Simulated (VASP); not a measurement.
Wanted: the native input for a VASP 6.6.1 run.

```yaml
Task: single point
Functional: PBE
Potentials_or_basis: VASP PAW PBE potentials, release 64 (In_d, Cl)
Cutoff: 520 eV
k_mesh: 8 × 8 × 8
Occupations: gaussian, width 0.1 eV
Spin: no spin polarisation
Dipole_correction: no
Further_INCAR_settings: ALGO = Normal; EDIFF = 1e-07; NBANDS = 42
```

The structure of In2Cl lies in POSCAR:

```
In2Cl
1.0
    0.0000000000      4.4779970454      4.4779970454
    4.4779970454      0.0000000000      4.4779970454
    4.4779970454      4.4779970454      0.0000000000
In Cl
4 2
Direct
    0.1250000000      0.1250000000      0.1250000000
    0.6250000000      0.1250000000      0.1250000000
    0.1250000000      0.1250000000      0.6250000000
    0.1250000000      0.6250000000      0.1250000000
    0.5000000000      0.5000000000      0.5000000000
    0.7500000000      0.7500000000      0.7500000000
```

These files were run (other wordings do the same):

INCAR

```
SYSTEM = In2Cl
PREC = Accurate ; ENCUT = 520
EDIFF = 1E-7 ; ISMEAR = 0
SIGMA = 0.1 ; LREAL = .False.
LASPH = .True. ; NELM = 60
ALGO = Normal ; ISIF = 2
LWAVE = .False. ; LCHARG = .False.
GGA = PE ; NBANDS = 42
```

KPOINTS

```
Automatic mesh
0
Gamma
  8 8 8
  0 0 0
```

Potentials or basis: VASP PAW PBE potentials, release 64 (In_d, Cl).

Run with:

```bash
$ cat potpaw_PBE.64/In_d/POTCAR potpaw_PBE.64/Cl/POTCAR > POTCAR
$ mpirun -np 1 vasp_std > vasp.out
```

Results of the run:

- Pressure: 0.0 GPa
- Band gap on the k mesh: zero (bands 33 and 34 overlap by 1.07 eV)

Caveat: spin-orbit coupling is left out, which moves the levels of the heavy elements.

Wall time 2.5 min on 1 thread of AMD EPYC 9R45 96-Core Processor (Zen 5), on a shared host, peak memory 0.37 GiB.
